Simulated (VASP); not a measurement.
# HfTi2Si2 (P4/mmm) in VASP: further runs

Runs on HfTi2Si2. Level: PBE. Tasks: single point.

Program: VASP 6.6.1. These are calculated values, not measurements. Logs are shortened: lines on timing, memory, paths and dates and some standing lists are left out, and cuts for length are marked.

## (1) The cell of the first run

The structure is tetragonal, space group P4/mmm (No. 123). The conventional cell has a = 3.574 Å, b = 3.574 Å, c = 6.705 Å, α = 90.00°, β = 90.00°, γ = 90.00°. Within 2.7 Å of Hf (site symmetry 4/mmm) lie 2 Ti at 2.05 Å and 4 Si at 2.53 Å. Ti (site symmetry 4mm) has 1 Hf at 2.05 Å and 1 Ti at 2.60 Å within 2.7 Å. Si (site symmetry 4/mmm) has 4 Hf at 2.53 Å and 8 Ti at 3.26 Å and 2 Si at 3.35 Å within 3.4 Å. Within 3.7 Å of Si (site symmetry 4/mmm) lie 8 Ti at 2.84 Å and 6 Si at 3.35 to 3.57 Å.

The cell was built from a structure type or drawn by symmetry, and may not be a known phase.

## (2) Single point, PBE

INCAR

```
SYSTEM = HfTi2Si2
  ALGO = Normal
  EDIFF = 1E-7
  ENCUT = 520
  GGA = PE
  ISIF = 2
  ISMEAR = 0
  LASPH = .True.
  LCHARG = .False.
  LREAL = .False.
  LWAVE = .False.
  NBANDS = 29
  NELM = 100
  PREC = Accurate
  SIGMA = 0.1
```

KPOINTS

```
k-points
0
Gamma
  6 6 4
  0 0 0
```

POSCAR

```
HfTi2Si2
1.0
    3.5738291700      0.0000000000      0.0000000000
    0.0000000000      3.5738291700      0.0000000000
    0.0000000000      0.0000000000      6.7051837700
Hf Ti Si
1 2 2
Direct
    0.0000000000      0.0000000000      0.0000000000
    0.0000000000      0.0000000000      0.3063413700
    0.0000000000      0.0000000000      0.6936586300
    0.5000000000      0.5000000000      0.0000000000
    0.5000000000      0.5000000000      0.5000000000
```

Potentials or basis: VASP PAW PBE potentials, release 64 (Hf_pv, Ti_sv, Si).

Command:

```console
> cat potpaw_PBE.64/Hf_pv/POTCAR potpaw_PBE.64/Ti_sv/POTCAR potpaw_PBE.64/Si/POTCAR > POTCAR
> mpirun -np 1 vasp_std > vasp.out
```

OUTCAR:

```text
SYSTEM = HfTi2Si2
   EDIFF = 1E-7
   ENCUT = 520
   GGA = PE
   ISIF = 2
   ISMEAR = 0
   LASPH = .True.
   LREAL = .False.
   NELM = 100
   PREC = Accurate

 ion  position               nearest neighbor table
   1  0.000  0.000  0.000-   2 2.05   3 2.05   4 2.53   4 2.53   4 2.53   4 2.53
   2  0.000  0.000  0.306-   1 2.05   3 2.60   5 2.84   5 2.84   5 2.84   5 2.84
   3  0.000  0.000  0.694-   1 2.05   2 2.60   5 2.84   5 2.84   5 2.84   5 2.84
   4  0.500  0.500  0.000-   1 2.53   1 2.53   1 2.53   1 2.53
   5  0.500  0.500  0.500-   2 2.84   3 2.84   2 2.84   3 2.84   2 2.84   3 2.84   2 2.84   3 2.84

  LATTYP: Found a simple tetragonal cell.
 ALAT       =     3.5738291700
 C/A-ratio  =     1.8761903412

  Lattice vectors:

 A1 = (   3.5738291700,   0.0000000000,   0.0000000000)
 A2 = (   0.0000000000,   3.5738291700,   0.0000000000)
 A3 = (   0.0000000000,   0.0000000000,   6.7051837700)

Analysis of symmetry for initial positions (statically):
=====================================================================
 Subroutine PRICEL returns:
 Original cell was already a primitive cell.

 Routine SETGRP: Setting up the symmetry group for a
 simple tetragonal supercell.

 Subroutine GETGRP returns: Found 16 space group operations
 (whereof 16 operations were pure point group operations)
 out of a pool of 16 trial point group operations.

The static configuration has the point symmetry D_4h.

Analysis of symmetry for dynamics (positions and initial velocities):
=====================================================================
 Subroutine PRICEL returns:
 Original cell was already a primitive cell.

 Routine SETGRP: Setting up the symmetry group for a
 simple tetragonal supercell.

 Subroutine GETGRP returns: Found 16 space group operations
 (whereof 16 operations were pure point group operations)
 out of a pool of 16 trial point group operations.

The dynamic configuration has the point symmetry D_4h.

 Subroutine INISYM returns: Found 16 space group operations
 (whereof 16 operations are pure point group operations),
 and found     1 'primitive' translations

----------------------------------------------------------------------------------------

                                     Primitive cell

  volume of cell :      85.6403

  direct lattice vectors                    reciprocal lattice vectors
     3.573829170  0.000000000  0.000000000     0.279811919  0.000000000  0.000000000
     0.000000000  3.573829170  0.000000000     0.000000000  0.279811919  0.000000000
     0.000000000  0.000000000  6.705183770     0.000000000  0.000000000  0.149138343

  length of vectors
     3.573829170  3.573829170  6.705183770     0.279811919  0.279811919  0.149138343

  position of ions in fractional coordinates (direct lattice)
     0.000000000  0.000000000  0.000000000
     0.000000000  0.000000000  0.306341370
     0.000000000  0.000000000  0.693658630
     0.500000000  0.500000000  0.000000000
     0.500000000  0.500000000  0.500000000

  ion indices of the primitive-cell ions
   primitive index   ion index
                 1           1
                 2           2
                 3           3
                 4           4
                 5           5

----------------------------------------------------------------------------------------

 KPOINTS: k-points

Automatic generation of k-mesh.
 Grid dimensions read from file:
 generate k-points for:    6    6    4

 Generating k-lattice:

  Cartesian coordinates                     Fractional coordinates (reciprocal lattice)
     0.046635320  0.000000000  0.000000000     0.166666667  0.000000000  0.000000000
     0.000000000  0.046635320  0.000000000     0.000000000  0.166666667  0.000000000
     0.000000000  0.000000000  0.037284586     0.000000000  0.000000000  0.250000000

  Length of vectors
     0.046635320  0.046635320  0.037284586

  Shift w.r.t. Gamma in fractional coordinates (k-lattice)
     0.000000000  0.000000000  0.000000000

 Subroutine IBZKPT returns following result:
[... 46 lines left out ...]

  energy without entropy =      -32.55877573  energy(sigma->0) =      -32.57023674

 E-fermi :   7.7753     XC(G=0): -11.1653

 val. band max:        7.7740580461   @ k =   0.3333   0.1667   0.5000
 cond. band min:       7.7772409797   @ k =   0.5000   0.5000   0.5000
 fundamental gap:      0.0031829336
 Fermi energy:         7.7752638350

 k-point     1 :       0.0000    0.0000    0.0000
  band No.  band energies     occupation
      1     -49.1120      2.00000
      2     -49.0911      2.00000
      3     -26.6599      2.00000
      4     -25.7818      2.00000
      5     -25.4416      2.00000
      6     -25.4416      2.00000
[... 21 lines left out ...]
     28      10.2681      0.00000
     29      10.2933      0.00000

 k-point     2 :       0.1667    0.0000    0.0000
  band No.  band energies     occupation
      1     -49.1112      2.00000
      2     -49.0904      2.00000
      3     -26.6581      2.00000
      4     -25.7802      2.00000
      5     -25.4555      2.00000
      6     -25.4404      2.00000
[... 21 lines left out ...]
     28      10.5097      0.00000
     29      10.7208      0.00000

 k-point     3 :       0.3333    0.0000    0.0000
  band No.  band energies     occupation
      1     -49.1097      2.00000
      2     -49.0890      2.00000
      3     -26.6545      2.00000
      4     -25.7770      2.00000
      5     -25.4834      2.00000
      6     -25.4379      2.00000
[... 21 lines left out ...]
     28      10.7300      0.00000
     29      11.2496      0.00000

 k-point     4 :       0.5000    0.0000    0.0000
  band No.  band energies     occupation
      1     -49.1089      2.00000
      2     -49.0883      2.00000
      3     -26.6527      2.00000
      4     -25.7753      2.00000
      5     -25.4972      2.00000
      6     -25.4366      2.00000
[... 597 lines left out ...]
     28       9.8027      0.00000
     29       9.8630      0.00000

 k-point    23 :       0.3333    0.0000    0.5000
  band No.  band energies     occupation
      1     -49.1531      2.00000
      2     -49.0448      2.00000
      3     -26.9699      2.00000
      4     -25.4439      2.00000
      5     -25.4254      2.00000
      6     -25.4021      2.00000
[... 21 lines left out ...]
     28       9.5452      0.00000
     29      10.0440      0.00000

 k-point    24 :       0.5000    0.0000    0.5000
  band No.  band energies     occupation
      1     -49.1523      2.00000
      2     -49.0442      2.00000
      3     -26.9677      2.00000
      4     -25.4567      2.00000
      5     -25.4378      2.00000
      6     -25.4009      2.00000
[... 21 lines left out ...]
     28      10.4427      0.00000
     29      10.4782      0.00000

 [... further k-points ...]

------------------------ aborting loop because EDIFF is reached ----------------------------------------

  FORCE on cell =-STRESS in cart. coord.  units (eV):
  Direction    XX          YY          ZZ          XY          YZ          ZX
  --------------------------------------------------------------------------------------
  -------------------------------------------------------------------------------------
  Total        0.0834322      0.0834322     24.9389940      0.0000000      0.0000000     -0.0000000
  in kB        1.5608673      1.5608673    466.5640265      0.0000000      0.0000000     -0.0000000
  external PRESSURE =     156.5619204 kB  Pullay stress =       0.0000000 kB

 VOLUME and BASIS-vectors are now :
 -----------------------------------------------------------------------------
  energy-cutoff  :      520.00
  volume of cell :       85.64
      direct lattice vectors                 reciprocal lattice vectors
     3.573829170  0.000000000  0.000000000     0.279811919  0.000000000  0.000000000
     0.000000000  3.573829170  0.000000000     0.000000000  0.279811919  0.000000000
     0.000000000  0.000000000  6.705183770     0.000000000  0.000000000  0.149138343

 POSITION                                       TOTAL-FORCE (eV/Angst)
 -----------------------------------------------------------------------------------
      0.00000      0.00000      0.00000         0.000000      0.000000     -0.000000
      0.00000      0.00000      2.05408         0.000000      0.000000      6.540998
      0.00000      0.00000      4.65111        -0.000000      0.000000     -6.540998
      1.78691      1.78691      0.00000         0.000000      0.000000     -0.000000
      1.78691      1.78691      3.35259         0.000000      0.000000     -0.000000
 -----------------------------------------------------------------------------------
    total drift:                               -0.000000     -0.000000      0.000000

  FREE ENERGIE OF THE ION-ELECTRON SYSTEM (eV)
  ---------------------------------------------------
  free  energy   TOTEN  =       -32.5816977551 eV

  energy  without entropy=      -32.5587757285  energy(sigma->0) =      -32.57023674
```

Wall time 57 s (1 thread of Intel Xeon 6975P-C (Granite Rapids), shared host); peak memory 0.23 GiB.

What came out:

| Quantity | Value |
| --- | --- |
| Free energy | -32.5817 eV |
| Pressure | 15.7 GPa |
| Largest force | 6.541 eV/Å |
| Band gap on the k mesh | zero (bands 21 and 22 overlap by 1.18 eV) |

Forces on the atoms (eV/Å):
```
Hf   0.000  0.000  0.000
Ti   0.000  0.000  6.541
Ti   0.000  0.000 -6.541
Si   0.000  0.000  0.000
Si   0.000  0.000  0.000
```

Stress tensor (GPa, compression positive):
```
 0.16  0.00  0.00
 0.00  0.16  0.00
 0.00  0.00 46.66
```

Caveat: atoms lie so close that the PAW spheres overlap strongly, which falsifies energies and pressures; the cell stands under pressure; spin-orbit coupling is left out, which moves the levels of the heavy elements; forces of over 1 eV/Å act on the atoms, so gaps and moduli don't describe the material at rest.

## (3) Single point, PBE

This run uses another cell than the first one, of 19.61 Å³/atom.

INCAR

```
PREC     = Accurate       # precision mode
ENCUT    = 520            # plane-wave cutoff, eV
EDIFF    = 1E-6           # SCF threshold, eV
ISMEAR   = 0              # smearing method
SIGMA    = 0.1            # smearing width, eV
LREAL    = False          # projectors in reciprocal space
LASPH    = True           # aspherical terms in the spheres
NELM     = 100            # most SCF steps
ALGO     = Normal         # electronic algorithm
ISIF     = 2              # what is computed and relaxed
LWAVE    = False          # write WAVECAR
LCHARG   = False          # write CHGCAR
GGA      = PE             # functional
NBANDS   = 29             # bands
```

KPOINTS

```
regular mesh
0
Gamma
  6 6 4
```

POSCAR

```
HfTi2Si2
1.0
    3.5534226525      0.0000000000      0.0000000000
    0.0000000000      3.5534226525      0.0000000000
    0.0000000000      0.0000000000      7.7671768367
Hf Ti Si
1 2 2
Direct
    0.0000000000      0.0000000000      0.0000000000
    0.0000000000      0.0000000000      0.3462837641
    0.0000000000      0.0000000000      0.6537162359
    0.5000000000      0.5000000000      0.0000000000
    0.5000000000      0.5000000000      0.5000000000
```

Potentials or basis: VASP PAW PBE potentials, release 64 (Hf_pv, Ti_sv, Si).

Command:

```console
> cat potpaw_PBE.64/Hf_pv/POTCAR potpaw_PBE.64/Ti_sv/POTCAR potpaw_PBE.64/Si/POTCAR > POTCAR
> mpirun -np 1 vasp_std > vasp.out
```

Wall time 53 s (1 thread of Intel Xeon 6975P-C (Granite Rapids), shared host); peak memory 0.25 GiB.

The run converged. Its results:

```
Free energy            : -35.2568 eV
Pressure               : 0.2 GPa
Largest force          : 0.005 eV/Å
Band gap on the k mesh : zero (bands 21 and 22 overlap by 0.60 eV)
```

Forces on the atoms (eV/Å):
```
Hf   0.000  0.000  0.000
Ti   0.000  0.000 -0.005
Ti   0.000  0.000  0.005
Si   0.000  0.000  0.000
Si   0.000  0.000  0.000
```

Stress tensor (GPa, compression positive):
```
0.29 0.00 0.00
0.00 0.29 0.00
0.00 0.00 0.04
```

Levels at points of the mesh, in eV from the Fermi level:
| k point | band 17 | band 18 | band 19 | band 20 | band 21 | band 22 | band 23 | band 24 | band 25 | band 26 |
| --- | --- | --- | --- | --- | --- | --- | --- | --- | --- | --- |
| (0.00, 0.00, 0.00) | -0.78 | -0.78 | -0.60 | -0.41 | 0.37 | 0.54 | 1.03 | 1.16 | 1.16 | 1.75 |
| (0.50, 0.00, 0.00) | -1.64 | -1.23 | -0.72 | -0.57 | 0.02 | 0.05 | 0.19 | 0.98 | 1.54 | 1.57 |
| (0.50, 0.50, 0.00) | -1.68 | -1.64 | -1.64 | -0.95 | -0.95 | 1.76 | 1.87 | 1.87 | 1.95 | 2.30 |
| (0.00, 0.00, 0.50) | -1.03 | -0.88 | -0.88 | -0.47 | -0.44 | 0.59 | 1.06 | 1.65 | 1.66 | 1.66 |
| (0.50, 0.00, 0.50) | -1.58 | -0.84 | -0.78 | -0.36 | -0.31 | -0.15 | 0.14 | 1.07 | 1.52 | 1.63 |
| (0.50, 0.50, 0.50) | -1.60 | -1.60 | -1.07 | -1.07 | -0.54 | -0.15 | 0.74 | 1.96 | 2.22 | 2.22 |

Caveat: spin-orbit coupling is left out, which moves the levels of the heavy elements.

## (4) Single point, PBE

This run uses another cell than the first one, of 19.48 Å³/atom.

INCAR

```
SYSTEM = HfTi2Si2
PREC = Accurate
ENCUT = 520
EDIFF = 1E-6
ISMEAR = 0
SIGMA = 0.1
LREAL = .False.
LASPH = .True.
NELM = 100
ALGO = Fast
ISIF = 2
LWAVE = .False.
LCHARG = .True.
GGA = PE
LELF = .True.
LVHAR = .True.
NBANDS = 29
```

KPOINTS

```
Automatic mesh
0
Gamma
  10 10 6
  0 0 0
```

POSCAR

```
HfTi2Si2
1.0
    3.5589077810      0.0000000000      0.0000000000
    0.0000000000      3.5589077810      0.0000000000
    0.0000000000      0.0000000000      7.6918859757
Hf Ti Si
1 2 2
Direct
    0.0000000000      0.0000000000      0.0000000000
    0.0000000000      0.0000000000      0.3462205180
    0.0000000000      0.0000000000      0.6537794820
    0.5000000000      0.5000000000      0.0000000000
    0.5000000000      0.5000000000      0.5000000000
```

Command:

```console
> cat potpaw_PBE.64/Hf_pv/POTCAR potpaw_PBE.64/Ti_sv/POTCAR potpaw_PBE.64/Si/POTCAR > POTCAR
> mpirun -np 1 vasp_std > vasp.out
```

It took 5.2 min on 1 thread of Intel Xeon 6975P-C (Granite Rapids), shared host; peak memory 0.37 GiB.

It converged, with:

| Item | Value |
| --- | --- |
| Free energy | -35.2799 eV |
| Pressure | 0.1 GPa |
| Largest force | 0.007 eV/Å |
| Band gap on the k mesh | zero (bands 21 and 22 overlap by 0.72 eV) |

Forces in eV/Å, atoms in the order of the input:
```
Hf   0.000  0.000  0.000
Ti   0.000  0.000 -0.007
Ti   0.000  0.000  0.007
Si   0.000  0.000  0.000
Si   0.000  0.000  0.000
```

Stress tensor (GPa, compression positive):
```
0.22 0.00 0.00
0.00 0.22 0.00
0.00 0.00 0.00
```

Levels at points of the mesh, in eV from the Fermi level:
```csv
k point,band 17,band 18,band 19,band 20,band 21,band 22,band 23,band 24,band 25,band 26
"(0.00, 0.00, 0.00)",-0.81,-0.81,-0.54,-0.29,0.41,0.66,1.03,1.12,1.12,1.92
"(0.50, 0.00, 0.00)",-1.59,-1.28,-0.71,-0.53,0.01,0.02,0.27,1.01,1.50,1.63
"(0.50, 0.50, 0.00)",-1.73,-1.63,-1.63,-0.97,-0.97,1.85,1.90,1.90,1.97,2.36
"(0.00, 0.00, 0.50)",-1.02,-0.91,-0.91,-0.45,-0.44,0.66,1.07,1.67,1.67,1.67
"(0.50, 0.00, 0.50)",-1.52,-0.86,-0.73,-0.32,-0.32,-0.20,0.16,1.11,1.56,1.67
"(0.50, 0.50, 0.50)",-1.57,-1.57,-1.11,-1.11,-0.53,-0.16,0.79,1.98,2.29,2.29
```

Caveat: spin-orbit coupling is left out, which moves the levels of the heavy elements.

## (5) Single point, PBE

This run uses another cell than the first one, of 19.49 Å³/atom.

INCAR

```
PREC = Accurate
ENCUT = 520
EDIFF = 1E-6
ISMEAR = 0
SIGMA = 0.1
LREAL = F
LASPH = T
NELM = 80
ALGO = Fast
ISIF = 2
LWAVE = F
LCHARG = T
GGA = PE
LELF = T
LVHAR = T
NBANDS = 29
```

KPOINTS

```
Automatic mesh
0
Gamma
  10 10 6
  0.5 0.5 0.5
```

POSCAR

```
HfTi2Si2
1.0
    3.5567723671      0.0000000000      0.0000000000
    0.0000000000      3.5567723671      0.0000000000
    0.0000000000      0.0000000000      7.7024544385
Hf Ti Si
1 2 2
Direct
    0.0000000000      0.0000000000      0.0000000000
    0.0000000000      0.0000000000      0.3470899274
    0.0000000000      0.0000000000      0.6529100726
    0.5000000000      0.5000000000      0.0000000000
    0.5000000000      0.5000000000      0.5000000000
```

Command:

```console
> cat potpaw_PBE.64/Hf_pv/POTCAR potpaw_PBE.64/Ti_sv/POTCAR potpaw_PBE.64/Si/POTCAR > POTCAR
> mpirun -np 1 vasp_std > vasp.out
```

Run time: 2.7 min. Hardware: 1 thread of Intel Xeon 6975P-C (Granite Rapids), shared host; peak memory 0.28 GiB.

Results (log left out):

- Free energy: -35.2595 eV
- Pressure: 0.1 GPa
- Largest force: 0.012 eV/Å
- Band gap on the k mesh: zero (bands 21 and 22 overlap by 0.48 eV)

Forces on the atoms (eV/Å):
```
Hf   0.000  0.000  0.000
Ti   0.000  0.000 -0.012
Ti   0.000  0.000  0.012
Si   0.000  0.000  0.000
Si   0.000  0.000  0.000
```

Stress tensor (GPa, compression positive):
```
 0.22  0.00  0.00
 0.00  0.22  0.00
 0.00  0.00 -0.01
```

Levels at points of the mesh, in eV from the Fermi level:
| k point | band 17 | band 18 | band 19 | band 20 | band 21 | band 22 | band 23 | band 24 | band 25 | band 26 |
| --- | --- | --- | --- | --- | --- | --- | --- | --- | --- | --- |
| (0.05, 0.05, 0.08) | -1.08 | -0.88 | -0.45 | -0.39 | 0.41 | 0.63 | 0.73 | 1.12 | 1.17 | 1.35 |

Caveat: spin-orbit coupling is left out, which moves the levels of the heavy elements.

## (6) The runs side by side

```tsv
cell	k mesh	gap on the mesh (eV)	pressure (GPa)	largest force (eV/Å)
a = 3.574, b = 3.574, c = 6.705 Å, 5 atoms, atomic positions A	6 × 6 × 4	none	15.7	6.54
a = 3.553, b = 3.553, c = 7.767 Å, 5 atoms, atomic positions B	6 × 6 × 4	none	0.2	-
a = 3.559, b = 3.559, c = 7.692 Å, 5 atoms, atomic positions B	10 × 10 × 6	none	0.1	0.01
a = 3.557, b = 3.557, c = 7.702 Å, 5 atoms, atomic positions B	10 × 10 × 6, shifted	none	0.1	0.01
```

Alike in all rows: task single point; level PBE; potentials or basis VASP PAW PBE potentials, release 64 (Hf_pv, Ti_sv, Si); no spin polarisation; cutoff (eV) 520; smearing gaussian 0.1 eV.

Caveats: spin-orbit coupling is left out, which moves the levels of the heavy elements; atoms lie so close that the PAW spheres overlap strongly, which falsifies energies and pressures (at least some runs); the cell stands under pressure (at least some runs); forces of over 1 eV/Å act on the atoms, so gaps and moduli don't describe the material at rest (at least some runs).

Absolute energies hang on the potentials; compare differences alone.
